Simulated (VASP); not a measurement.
# W7Au (Im-3m) in VASP: a series of runs, part 2 of 2

VASP 6.6.1.

## (3) Single point, PBE

This run uses another cell than the first one, of 18.10 Å³/atom.

INCAR

```
SYSTEM = W7Au
ALGO = Normal
EDIFF = 1E-7
ENCUT = 520
GGA = PE
ISIF = 2
ISMEAR = 0
LASPH = .TRUE.
LCHARG = .FALSE.
LREAL = .FALSE.
LWAVE = .FALSE.
NBANDS = 64
NELM = 100
PREC = Accurate
SIGMA = 0.1
```

KPOINTS

```
k-points
0
G
  4 4 4
  0 0 0
```

POSCAR

```
W7Au
1.0
   -3.3082194800      3.3082194800      3.3082194800
    3.3082194800     -3.3082194800      3.3082194800
    3.3082194800      3.3082194800     -3.3082194800
W Au
7 1
Direct
    0.0000000000      0.5000000000      0.5000000000
    0.5000000000      0.5000000000      0.0000000000
    0.5000000000      0.0000000000      0.5000000000
    0.0000000000      0.0000000000      0.5000000000
    0.0000000000      0.5000000000      0.0000000000
    0.5000000000      0.0000000000      0.0000000000
    0.5000000000      0.5000000000      0.5000000000
    0.0000000000      0.0000000000      0.0000000000
```

Potentials or basis: VASP PAW PBE potentials, release 64 (W_sv, Au).

Command:

```console
$ cat potpaw_PBE.64/W_sv/POTCAR potpaw_PBE.64/Au/POTCAR > POTCAR
$ mpirun -np 1 vasp_std > vasp.out
```

OUTCAR:

```text
SYSTEM = W7Au
   EDIFF = 1E-7
   ENCUT = 520
   GGA = PE
   ISIF = 2
   ISMEAR = 0
   LASPH = .TRUE.
   LREAL = .FALSE.
   NELM = 100
   PREC = Accurate

 ion  position               nearest neighbor table
   1  0.000  0.500  0.500-   4 2.87   5 2.87   6 2.87   7 2.87   5 2.87   4 2.87   7 2.87   6 2.87
                             3 3.31   8 3.31   8 3.31   2 3.31   3 3.31   2 3.31
   2  0.500  0.500  0.000-   4 2.87   5 2.87   6 2.87   7 2.87   7 2.87   6 2.87   5 2.87   4 2.87
                             3 3.31   3 3.31   8 3.31   1 3.31   8 3.31   1 3.31
   3  0.500  0.000  0.500-   4 2.87   5 2.87   6 2.87   7 2.87   6 2.87   7 2.87   4 2.87   5 2.87
                             2 3.31   2 3.31   8 3.31   8 3.31   1 3.31   1 3.31
   4  0.000  0.000  0.500-   1 2.87   2 2.87   3 2.87   8 2.87   8 2.87   1 2.87   3 2.87   2 2.87
                             7 3.31   5 3.31   5 3.31   6 3.31   7 3.31   6 3.31
   5  0.000  0.500  0.000-   1 2.87   2 2.87   3 2.87   8 2.87   1 2.87   8 2.87   2 2.87   3 2.87
                             7 3.31   4 3.31   4 3.31   7 3.31   6 3.31   6 3.31
   6  0.500  0.000  0.000-   1 2.87   2 2.87   3 2.87   8 2.87   3 2.87   2 2.87   8 2.87   1 2.87
                             7 3.31   7 3.31   4 3.31   4 3.31   5 3.31   5 3.31
[... 195 lines left out ...]
      3     -64.7892      2.00000
      4     -64.7892      2.00000
      5     -64.7614      2.00000
      6     -64.7614      2.00000
[... 525 lines left out ...]
     63      10.2593      0.00000
     64      10.7401      0.00000

------------------------ aborting loop because EDIFF is reached ----------------------------------------

  FORCE on cell =-STRESS in cart. coord.  units (eV):
  Direction    XX          YY          ZZ          XY          YZ          ZX
  --------------------------------------------------------------------------------------
  -------------------------------------------------------------------------------------
  Total      -21.1916549    -21.1916549    -21.1916549     -0.0000000     -0.0000000      0.0000000
  in kB     -234.4404356   -234.4404356   -234.4404356     -0.0000000     -0.0000000      0.0000000
  external PRESSURE =    -234.4404356 kB  Pullay stress =       0.0000000 kB

 VOLUME and BASIS-vectors are now :
 -----------------------------------------------------------------------------
  energy-cutoff  :      520.00
  volume of cell :      144.82
      direct lattice vectors                 reciprocal lattice vectors
    -3.308219480  3.308219480  3.308219480     0.000000000  0.151138703  0.151138703
     3.308219480 -3.308219480  3.308219480     0.151138703  0.000000000  0.151138703
     3.308219480  3.308219480 -3.308219480     0.151138703  0.151138703  0.000000000

 POSITION                                       TOTAL-FORCE (eV/Angst)
 -----------------------------------------------------------------------------------
      3.30822      0.00000      0.00000        -0.000000     -0.000000     -0.000000
      0.00000      0.00000      3.30822         0.000000      0.000000      0.000000
      0.00000      3.30822      0.00000        -0.000000      0.000000      0.000000
      1.65411      1.65411     -1.65411         0.000000     -0.000000     -0.000000
      1.65411     -1.65411      1.65411        -0.000000     -0.000000      0.000000
     -1.65411      1.65411      1.65411         0.000000     -0.000000     -0.000000
      1.65411      1.65411      1.65411        -0.000000     -0.000000      0.000000
      0.00000      0.00000      0.00000        -0.000000     -0.000000     -0.000000
 -----------------------------------------------------------------------------------
    total drift:                                0.000000      0.000000     -0.000000

  FREE ENERGIE OF THE ION-ELECTRON SYSTEM (eV)
  ---------------------------------------------------
  free  energy   TOTEN  =       -90.8399413755 eV

  energy  without entropy=      -90.8084821282  energy(sigma->0) =      -90.82421175
```

OSZICAR:

```text
N       E                     dE             d eps       ncg     rms          rms(c)
DAV:   1     0.150600879837E+04    0.15060E+04   -0.62450E+04  1040   0.193E+03
DAV:   2     0.883848858655E+01   -0.14972E+04   -0.14676E+04  1040   0.624E+02
DAV:   3    -0.915484785703E+02   -0.10039E+03   -0.94333E+02  1208   0.145E+02
DAV:   4    -0.968414200233E+02   -0.52929E+01   -0.50990E+01  1288   0.277E+01
DAV:   5    -0.969955210129E+02   -0.15410E+00   -0.15305E+00  1296   0.464E+00    0.425E+01
DAV:   6    -0.919763356739E+02    0.50192E+01   -0.13007E+01  1160   0.208E+01    0.167E+01
DAV:   7    -0.911051285099E+02    0.87121E+00   -0.52268E+00  1208   0.139E+01    0.369E+00
DAV:   8    -0.909120077293E+02    0.19312E+00   -0.18170E+00  1288   0.798E+00    0.250E+00
DAV:   9    -0.908493598400E+02    0.62648E-01   -0.34720E-01  1304   0.344E+00    0.179E+00
DAV:  10    -0.908406588858E+02    0.87010E-02   -0.32053E-02  1208   0.111E+00    0.219E-01
DAV:  11    -0.908399956563E+02    0.66323E-03   -0.24938E-03  1264   0.343E-01    0.904E-02
DAV:  12    -0.908399475534E+02    0.48103E-04   -0.42609E-04  1408   0.100E-01    0.344E-02
DAV:  13    -0.908399454375E+02    0.21158E-05   -0.27796E-05  1200   0.325E-02    0.574E-03
DAV:  14    -0.908399417139E+02    0.37237E-05   -0.38293E-06  1240   0.150E-02    0.371E-03
DAV:  15    -0.908399414447E+02    0.26918E-06   -0.34670E-07   976   0.376E-03    0.104E-03
DAV:  16    -0.908399413755E+02    0.69218E-07   -0.47659E-08   696   0.124E-03
   1 F= -.90839941E+02 E0= -.90824212E+02  d E =-.314592E-01
```

stdout:

```text
POSCAR found type information on POSCAR W Au
 POSCAR found :  2 types and       8 ions
 scaLAPACK will be used
 LDA part: xc-table for (Slater+PW92), standard interpolation
 POSCAR, INCAR and KPOINTS ok, starting setup
 FFT: planning ... GRIDC
 FFT: planning ... GRID_SOFT
 FFT: planning ... GRID
 WAVECAR not read
 entering main loop
```

Wall time 3.1 min (1 thread of Intel Xeon 8259CL, shared host); peak memory 0.34 GiB.

What came out:

```
Free energy            : -90.8399 eV
Pressure               : -23.4 GPa
Band gap on the k mesh : zero (an odd number of electrons rules out a gap without spin polarisation)
```

Levels at points of the mesh, in eV from the Fermi level:
```tsv
k point	band 51	band 52	band 53	band 54	band 55	band 56	band 57	band 58
(0.00, 0.00, 0.00)	-0.11	0.45	0.45	0.45	1.21	1.21	1.21	1.60
(0.50, 0.00, 0.00)	-1.58	-1.27	-0.60	-0.54	-0.30	0.14	0.36	1.32
(0.50, 0.50, 0.50)	-0.50	-0.50	-0.41	-0.41	-0.41	-0.37	-0.37	-0.37
```

Caveat: the cell stands under tension; spin-orbit coupling is left out, which moves the levels of the heavy elements.

## (4) Relaxation of cell and atoms, PBE

This run uses another cell than the first one, of 18.10 Å³/atom.

INCAR

```
PREC     = Accurate       # precision mode
ENCUT    = 600            # plane-wave cutoff, eV
EDIFF    = 1E-6           # SCF threshold, eV
ISMEAR   = 0              # smearing method
SIGMA    = 0.1            # smearing width, eV
LREAL    = F              # projectors in reciprocal space
LASPH    = T              # aspherical terms in the spheres
NELM     = 80             # most SCF steps
ALGO     = Fast           # electronic algorithm
ISIF     = 3              # what is computed and relaxed
LWAVE    = F              # write WAVECAR
LCHARG   = F              # write CHGCAR
GGA      = PE             # functional
IBRION   = 2              # ionic algorithm
NSW      = 90             # ionic steps
EDIFFG   = -0.04          # ionic threshold
```

KPOINTS

```
Automatic mesh
0
Gamma
  4 4 4
```

POSCAR is that of step 3.

Command:

```console
$ cat potpaw_PBE.64/W_sv/POTCAR potpaw_PBE.64/Au/POTCAR > POTCAR
$ mpirun -np 1 vasp_std > vasp.out
```

Run time: 14 min. Hardware: 1 thread of Intel Xeon 8259CL, shared host; peak memory 0.37 GiB.

The run converged. Its results:

```
Free energy                           : -91.9638 eV
Relaxed volume                        : 16.35 Å³/atom
Relaxed cell                          : a = 5.539 Å, b = 5.539 Å, c = 5.539 Å, α = 109.47°, β = 109.47°, γ = 109.47°
Space group after relaxing (to 0.1 Å) : Im-3m (No. 229)
Pressure after relaxing               : 0.0 GPa
Band gap on the k mesh                : zero (an odd number of electrons rules out a gap without spin polarisation)
```

Final structure:
```yaml
crystal:
  lattice:
    - [-3.19777, 3.19777, 3.19777]
    - [3.19777, -3.19777, 3.19777]
    - [3.19777, 3.19777, -3.19777]
  atoms:
    - { symbol: W, position: [0.00000, 0.50000, 0.50000] }
    - { symbol: W, position: [0.50000, 0.50000, 0.00000] }
    - { symbol: W, position: [0.50000, 0.00000, 0.50000] }
    - { symbol: W, position: [0.00000, 0.00000, 0.50000] }
    - { symbol: W, position: [0.00000, 0.50000, 0.00000] }
    - { symbol: W, position: [0.50000, 0.00000, 0.00000] }
    - { symbol: W, position: [0.50000, 0.50000, 0.50000] }
    - { symbol: Au, position: [0.00000, 0.00000, 0.00000] }
```

Levels at points of the mesh, in eV from the Fermi level:
| k point | band 51 | band 52 | band 53 | band 54 | band 55 | band 56 | band 57 | band 58 |
| --- | --- | --- | --- | --- | --- | --- | --- | --- |
| (0.00, 0.00, 0.00) | -0.08 | 0.71 | 0.71 | 0.71 | 1.42 | 1.42 | 1.42 | 1.83 |
| (0.50, 0.00, 0.00) | -1.81 | -1.34 | -0.64 | -0.59 | -0.33 | 0.15 | 0.41 | 1.51 |
| (0.50, 0.50, 0.50) | -0.59 | -0.59 | -0.47 | -0.47 | -0.47 | -0.42 | -0.42 | -0.42 |

Caveat: spin-orbit coupling is left out, which moves the levels of the heavy elements.

## (5) Single point, PBE

INCAR

```
ALGO = Fast
EDIFF = 1E-7
ENCUT = 520
GGA = PE
ISIF = 2
ISMEAR = 0
LASPH = T
LCHARG = F
LREAL = F
LWAVE = F
NBANDS = 64
NELM = 80
PREC = Accurate
SIGMA = 0.1
```

KPOINTS

```
k-points
0
Gamma
  8 8 8
```

Edit POSCAR of step 4 so:

```diff
@@ -2,5 +2,5 @@
 1.0
-   -3.3082194800      3.3082194800      3.3082194800
-    3.3082194800     -3.3082194800      3.3082194800
-    3.3082194800      3.3082194800     -3.3082194800
+   -3.1954157195      3.1954157195      3.1954157195
+    3.1954157195     -3.1954157195      3.1954157195
+    3.1954157195      3.1954157195     -3.1954157195
 W Au
```

Command:

```console
$ cat potpaw_PBE.64/W_sv/POTCAR potpaw_PBE.64/Au/POTCAR > POTCAR
$ mpirun -np 1 vasp_std > vasp.out
```

Run time: 9 min. Hardware: 1 thread of Intel Xeon 8259CL, shared host; peak memory 0.37 GiB.

Results (log left out):

| Property | Result |
| --- | --- |
| Free energy | -91.9419 eV |
| Pressure | 0.3 GPa |
| Band gap on the k mesh | zero (an odd number of electrons rules out a gap without spin polarisation) |

Levels at points of the mesh, in eV from the Fermi level:
| k point | band 51 | band 52 | band 53 | band 54 | band 55 | band 56 | band 57 | band 58 |
| --- | --- | --- | --- | --- | --- | --- | --- | --- |
| (0.00, 0.00, 0.00) | -0.07 | 0.70 | 0.70 | 0.70 | 1.42 | 1.42 | 1.42 | 1.84 |
| (0.50, 0.00, 0.00) | -1.82 | -1.34 | -0.65 | -0.59 | -0.34 | 0.15 | 0.41 | 1.50 |
| (0.50, 0.50, 0.50) | -0.60 | -0.60 | -0.47 | -0.47 | -0.47 | -0.43 | -0.43 | -0.43 |

Caveat: spin-orbit coupling is left out, which moves the levels of the heavy elements.

## (6) Summary

| task | cell | k mesh | cutoff (eV) | gap on the mesh (eV) | pressure (GPa) |
| --- | --- | --- | --- | --- | --- |
| single point | a = 5.537 Å, angles 109.5°, 8 atoms | 4 × 4 × 4 | 520 | none | 0.1 |
| single point | a = 5.730 Å, angles 109.5°, 8 atoms | 4 × 4 × 4 | 520 | none | -23.4 |
| relaxation of cell and atoms | relaxed from a = 5.730 Å, angles 109.5°, 8 atoms | 4 × 4 × 4 | 600 | none | 0.0 |
| single point | a = 5.535 Å, angles 109.5°, 8 atoms | 8 × 8 × 8 | 520 | none | 0.3 |

Alike in all rows: level PBE; potentials or basis VASP PAW PBE potentials, release 64 (W_sv, Au); no spin polarisation; smearing gaussian 0.1 eV.

Caveats: spin-orbit coupling is left out, which moves the levels of the heavy elements; the cell stands under tension (at least some runs).

Absolute energies hang on the potentials; compare differences alone.
